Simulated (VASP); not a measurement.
# Cs (Im-3m) in VASP: further runs

Cs is run at these levels: PBE; tasks: single point.

Everything below comes from runs of VASP 6.6.1. Logs are shortened: lines on timing, memory, paths and dates and some standing lists are left out, and cuts for length are marked.

### 1 The cell of the first run

The structure is cubic, space group Im-3m (No. 229). Conventional cell: a = 6.154 Å, b = 6.154 Å, c = 6.154 Å, α = 90.00°, β = 90.00°, γ = 90.00°.

### 2 Single point, PBE

Input file INCAR:

```
SYSTEM = Cs
  PREC = Accurate
  ENCUT = 520
  EDIFF = 1E-6
  ISMEAR = 0
  SIGMA = 0.6
  LREAL = .False.
  LASPH = .True.
  NELM = 100
  ALGO = Normal
  ISIF = 2
  LWAVE = .False.
  LCHARG = .True.
  GGA = PE
  LELF = .True.
  LVHAR = .True.
  NBANDS = 10
```

Input file KPOINTS:

```
Automatic mesh
0
Gamma
  7 7 7
  0 0 0
```

Input file POSCAR:

```
Cs
1.0
   -3.0771709509      3.0771709509      3.0771709509
    3.0771709509     -3.0771709509      3.0771709509
    3.0771709509      3.0771709509     -3.0771709509
Cs
1
Direct
    0.0000000000      0.0000000000      0.0000000000
```

Potentials or basis: VASP PAW PBE potentials, release 64 (Cs_sv).

Command:

```bash
$ cat potpaw_PBE.64/Cs_sv/POTCAR > POTCAR
$ mpirun -np 1 vasp_std > vasp.out
```

OUTCAR:

```text
SYSTEM = Cs
   PREC = Accurate
   ENCUT = 520
   EDIFF = 1E-6
   ISMEAR = 0
   LREAL = .False.
   LASPH = .True.
   NELM = 100
   ISIF = 2
   GGA = PE

 ion  position               nearest neighbor table
   1  0.000  0.000  0.000-

  LATTYP: Found a body centered cubic cell.
 ALAT       =     6.1543419018

  Lattice vectors:

 A1 = (  -3.0771709509,   3.0771709509,   3.0771709509)
 A2 = (   3.0771709509,  -3.0771709509,   3.0771709509)
 A3 = (   3.0771709509,   3.0771709509,  -3.0771709509)

Analysis of symmetry for initial positions (statically):
=====================================================================
 Subroutine PRICEL returns:
 Original cell was already a primitive cell.

 Routine SETGRP: Setting up the symmetry group for a
 body centered cubic supercell.

 Subroutine GETGRP returns: Found 48 space group operations
 (whereof 48 operations were pure point group operations)
 out of a pool of 48 trial point group operations.

The static configuration has the point symmetry O_h .

Analysis of symmetry for dynamics (positions and initial velocities):
=====================================================================
 Subroutine PRICEL returns:
 Original cell was already a primitive cell.

 Routine SETGRP: Setting up the symmetry group for a
 body centered cubic supercell.

 Subroutine GETGRP returns: Found 48 space group operations
 (whereof 48 operations were pure point group operations)
 out of a pool of 48 trial point group operations.

The dynamic configuration has the point symmetry O_h .

 Subroutine INISYM returns: Found 48 space group operations
 (whereof 48 operations are pure point group operations),
 and found     1 'primitive' translations

----------------------------------------------------------------------------------------

                                     Primitive cell

  volume of cell :     116.5507

  direct lattice vectors                    reciprocal lattice vectors
    -3.077170951  3.077170951  3.077170951     0.000000000  0.162486910  0.162486910
     3.077170951 -3.077170951  3.077170951     0.162486910  0.000000000  0.162486910
     3.077170951  3.077170951 -3.077170951     0.162486910  0.162486910  0.000000000

  length of vectors
     5.329816431  5.329816431  5.329816431     0.229791192  0.229791192  0.229791192

  position of ions in fractional coordinates (direct lattice)
     0.000000000  0.000000000  0.000000000

  ion indices of the primitive-cell ions
   primitive index   ion index
                 1           1

----------------------------------------------------------------------------------------

 KPOINTS: Automatic mesh

Automatic generation of k-mesh.
 Grid dimensions read from file:
 generate k-points for:    7    7    7

 Generating k-lattice:

  Cartesian coordinates                     Fractional coordinates (reciprocal lattice)
     0.000000000  0.023212416  0.023212416     0.142857143  0.000000000  0.000000000
     0.023212416  0.000000000  0.023212416     0.000000000  0.142857143  0.000000000
     0.023212416  0.023212416  0.000000000     0.000000000  0.000000000  0.142857143

  Length of vectors
     0.032827313  0.032827313  0.032827313

  Shift w.r.t. Gamma in fractional coordinates (k-lattice)
     0.000000000  0.000000000  0.000000000

 Subroutine IBZKPT returns following result:
 ===========================================

 Found     20 irreducible k-points:

 Following reciprocal coordinates:
            Coordinates               Weight
  0.000000  0.000000  0.000000      1.000000
  0.142857  0.000000  0.000000     12.000000
  0.285714  0.000000  0.000000     12.000000
  0.428571  0.000000  0.000000     12.000000
  0.142857  0.142857  0.000000     24.000000
  0.285714  0.142857  0.000000     48.000000
[... 12 lines left out ...]
 -0.428571 -0.428571  0.285714      8.000000
 -0.428571  0.428571  0.428571      6.000000
   k-points           NKPTS =     20   k-points in BZ     NKDIM =     20   number of bands    NBANDS=     10
   number of dos      NEDOS =    301   number of ions     NIONS =      1
   total plane-waves  NPLWV =  64000
   dimension x,y,z NGX =    40 NGY =   40 NGZ =   40
   dimension x,y,z NGXF=    80 NGYF=   80 NGZF=   80
   ions per type =               1
   NGX,Y,Z   is equivalent  to a cutoff of  12.48, 12.48, 12.48 a.u.
   NGXF,Y,Z  is equivalent  to a cutoff of  24.95, 24.95, 24.95 a.u.
 SYSTEM =  Cs
   PREC   = accura    normal or accurate (medium, high low for compatibility)
   ISTART =      0    job   : 0-new  1-cont  2-samecut
   ICHARG =      2    charge: 1-file 2-atom 10-const
   ISPIN  =      1    spin polarized calculation?
   LNONCOLLINEAR =      F non collinear calculations
   LSORBIT =      F    spin-orbit coupling
   LASPH  =      T    aspherical Exc in radial PAW
   ENCUT  =  520.0 eV  38.22 Ry    6.18 a.u.   9.91  9.91  9.91*2*pi/ulx,y,z
   NELM   =    100;   NELMIN=  2; NELMDL= -5     # of ELM steps
   EDIFF  = 0.1E-05   stopping-criterion for ELM
   LREAL  =      F    real-space projection
   EDIFFG = 0.1E-04   stopping-criterion for IOM
   NSW    =      0    number of steps for IOM
   IBRION =     -1    ionic relax: 0-MD 1-quasi-New 2-CG
   NFREE  =      0    steps in history (QN), initial steepest desc. (CG)
   ISIF   =      2    stress and relaxation
   ISYM   =      2    0-nonsym 1-usesym 2-fastsym
   POTIM  = 0.5000    time-step for ionic-motion
   TEBEG  =    0.0;   TEEND  =   0.0 temperature during run
   PSTRESS=    0.0 pullay stress
   NELECT =       9.0000    total number of electrons
   NUPDOWN=      -1.0000    fix difference up-down
   EMIN   =  10.00;   EMAX   =-10.00  energy-range for DOS
   EFERMI =   0.00;   METHOD = LEGACY
   ISMEAR =     0;   SIGMA  =   0.60  broadening in eV -4-tet -1-fermi 0-gaus
   EFERMI_NEDOS =   21; number of points for ismear=-14 and -15
   IALGO  =     38    algorithm
   IMIX   =      4    mixing-type and parameters
     AMIX     =   0.40;   BMIX     =  1.00
     AMIX_MAG =   1.60;   BMIX_MAG =  1.00
  volume/ion in A,a.u.               =     116.55       786.52
  Fermi-wavevector in a.u.,A,eV,Ry     =   0.697136  1.317396  6.612408  0.485998
  Thomas-Fermi vector in A             =   1.780379
   LORBIT       =      0    0 simple, 1 ext, 2 COOP (PROOUT), +10 PAW based schemes
   GGA     = PE    functional components
   LHFCALC =     F    Hartree Fock is set to
   AEXX    =    0.0000 exact exchange contribution
   IVDW    =     0    specifies the selected vdW correction
   LEPSILON=     F    determine dielectric tensor
   LRPA    =     F    only Hartree local field effects (RPA)
 non-spin polarized calculation
 Gauss-broadening in eV      SIGMA  =   0.60
  energy-cutoff  :      520.00
  volume of cell :      116.55
 maximum number of plane-waves:      3164
   NGX = 19   NGY = 19   NGZ = 19

 number of electron       9.0000002 magnetization

 Free energy of the ion-electron system (eV)
  ---------------------------------------------------
  ext. energy  EPLUGINS =         0.00000000
  ---------------------------------------------------
  free energy    TOTEN  =        -0.95839978 eV

  energy without entropy =       -0.75069047  energy(sigma->0) =       -0.85454513

 E-fermi :   0.3676     XC(G=0):  -5.3703

 val. band max:        0.2950144772   @ k =   0.4286   0.0000   0.0000
 cond. band min:       0.4162024717   @ k =  -0.2857   0.4286   0.1429
 fundamental gap:      0.1211879944
 Fermi energy:         0.3675668882

 k-point     1 :       0.0000    0.0000    0.0000
  band No.  band energies     occupation
      1     -23.4374      2.00000
      2     -10.1832      2.00000
      3     -10.1832      2.00000
      4     -10.1832      2.00000
      5      -1.2407      1.99985
      6       2.9110      0.00000
      7       2.9110      0.00000
      8       2.9110      0.00000
      9       3.7548      0.00000
     10       3.7548      0.00000

 k-point     2 :       0.1429    0.0000    0.0000
  band No.  band energies     occupation
      1     -23.4363      2.00000
      2     -10.2087      2.00000
      3     -10.1915      2.00000
      4     -10.1833      2.00000
      5      -1.0210      1.99894
      6       2.6607      0.00000
      7       2.6919      0.00000
      8       3.1325      0.00000
      9       3.5379      0.00000
     10       3.7257      0.00000

 k-point     3 :       0.2857    0.0000    0.0000
  band No.  band energies     occupation
      1     -23.4336      2.00000
      2     -10.2645      2.00000
      3     -10.2100      2.00000
      4     -10.1833      2.00000
      5      -0.4267      1.93882
      6       1.9824      0.00014
      7       2.3263      0.00000
      8       3.6494      0.00000
      9       3.7762      0.00000
     10       3.7896      0.00000

 k-point     4 :       0.4286    0.0000    0.0000
  band No.  band energies     occupation
      1     -23.4315      2.00000
      2     -10.3079      2.00000
      3     -10.2247      2.00000
      4     -10.1834      2.00000
      5       0.2950      1.13578
      6       1.4105      0.01396
      7       2.1007      0.00004
      8       3.6356      0.00000
      9       4.0791      0.00000
     10       4.7605      0.00000

 k-point     5 :       0.1429    0.1429    0.0000
  band No.  band energies     occupation
      1     -23.4344      2.00000
      2     -10.2469      2.00000
      3     -10.2014      2.00000
      4     -10.1892      2.00000
      5      -0.6099      1.97877
      6       2.2212      0.00001
      7       2.3714      0.00000
      8       3.4160      0.00000
      9       3.5513      0.00000
     10       3.9577      0.00000

 k-point     6 :       0.2857    0.1429    0.0000
  band No.  band energies     occupation
      1     -23.4320      2.00000
      2     -10.2885      2.00000
      3     -10.2237      2.00000
      4     -10.1915      2.00000
      5       0.0919      1.48422
      6       1.6582      0.00235
      7       2.0713      0.00006
      8       3.5329      0.00000
      9       4.0268      0.00000
     10       4.2692      0.00000
[... 131 lines left out ...]
 k-point    17 :      -0.2857    0.2857    0.2857
  band No.  band energies     occupation
      1     -23.4303      2.00000
      2     -10.2612      2.00000
      3     -10.2392      2.00000
      4     -10.2392      2.00000
      5       0.2738      1.17492
      6       1.7347      0.00127
      7       2.7072      0.00000
      8       2.7072      0.00000
      9       3.4543      0.00000
     10       3.8496      0.00000

 k-point    18 :      -0.4286    0.4286    0.2857
  band No.  band energies     occupation
      1     -23.4284      2.00000
      2     -10.2868      2.00000
      3     -10.2552      2.00000
      4     -10.2418      2.00000
      5       0.8785      0.22846
      6       1.3286      0.02350
      7       2.5102      0.00000
      8       2.7446      0.00000
      9       3.5342      0.00000
     10       4.5661      0.00000

 k-point    19 :      -0.4286   -0.4286    0.2857
  band No.  band energies     occupation
      1     -23.4276      2.00000
      2     -10.2787      2.00000
      3     -10.2787      2.00000
      4     -10.2458      2.00000
      5       1.1684      0.05908
      6       1.1684      0.05908
      7       2.2348      0.00001
      8       3.4065      0.00000
      9       3.4065      0.00000
     10       4.5744      0.00000

 k-point    20 :      -0.4286    0.4286    0.4286
  band No.  band energies     occupation
      1     -23.4267      2.00000
      2     -10.2762      2.00000
      3     -10.2720      2.00000
      4     -10.2720      2.00000
      5       1.0578      0.10378
      6       1.1550      0.06344
      7       3.1015      0.00000
      8       3.2169      0.00000
      9       3.2169      0.00000
     10       4.6639      0.00000

------------------------ aborting loop because EDIFF is reached ----------------------------------------

  FORCE on cell =-STRESS in cart. coord.  units (eV):
  Direction    XX          YY          ZZ          XY          YZ          ZX
  --------------------------------------------------------------------------------------
  -------------------------------------------------------------------------------------
  Total        0.0079367      0.0079367      0.0079367      0.0000000      0.0000000     -0.0000000
  in kB        0.1091030      0.1091030      0.1091030      0.0000000      0.0000000     -0.0000000
  external PRESSURE =       0.1091030 kB  Pullay stress =       0.0000000 kB

 VOLUME and BASIS-vectors are now :
 -----------------------------------------------------------------------------
  energy-cutoff  :      520.00
  volume of cell :      116.55
      direct lattice vectors                 reciprocal lattice vectors
    -3.077170951  3.077170951  3.077170951     0.000000000  0.162486910  0.162486910
     3.077170951 -3.077170951  3.077170951     0.162486910  0.000000000  0.162486910
     3.077170951  3.077170951 -3.077170951     0.162486910  0.162486910  0.000000000

 POSITION                                       TOTAL-FORCE (eV/Angst)
 -----------------------------------------------------------------------------------
      0.00000      0.00000      0.00000        -0.000000      0.000000     -0.000000
 -----------------------------------------------------------------------------------
    total drift:                                0.000000     -0.000000     -0.000000

  FREE ENERGIE OF THE ION-ELECTRON SYSTEM (eV)
  ---------------------------------------------------
  free  energy   TOTEN  =        -0.9583997830 eV

  energy  without entropy=       -0.7506904701  energy(sigma->0) =       -0.85454513
```

Wall time 12 s (1 thread of AMD EPYC 9R14 (Zen 4), shared host); peak memory 0.2 GiB.

Results:

```
Free energy : -0.9584 eV
Pressure    : 0.0 GPa
```

Caveat: spin-orbit coupling is left out, which moves the levels of the heavy elements.

(Continued in part 2 of 2.)
